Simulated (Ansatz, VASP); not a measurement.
Na in VASP and in Ansatz

```
CELL_PARAMETERS angstrom
0.00000 3.81494 3.81494
3.81494 0.00000 3.81494
3.81494 3.81494 0.00000
ATOMIC_POSITIONS crystal
Na 0.12500 0.12500 0.12500
Na 0.87500 0.87500 0.87500
```

Alike in both runs: functional r2SCAN; k mesh 8 × 8 × 8; occupations fermi-dirac, width 0.1 eV; no spin polarisation.

Ansatz relaxed the structure, and its values are those at the end. VASP's run is a single point on that final structure, the one shown.

|  | VASP | Ansatz |
| --- | --- | --- |
| version | VASP 6.6.1 | Ansatz 0.2.0 |
| potentials or method | VASP PAW PBE potentials, release 64 (Na_pv), cutoff 520 eV | plane waves (500 eV) with PAW, scalar-relativistic |
| valence electrons in the cell | 14 | 18 |

```tsv
	VASP	Ansatz	Ansatz less VASP
pressure (GPa)	0.0	0.0	+0.01
```

VASP's potentials were made for PBE, not for r2SCAN. With one functional, cell and mesh, what is left measures potentials, basis and numerics. VASP's potentials hold 14 valence electrons a cell and Ansatz's 18, so a difference there can come from the potentials and not from the codes.
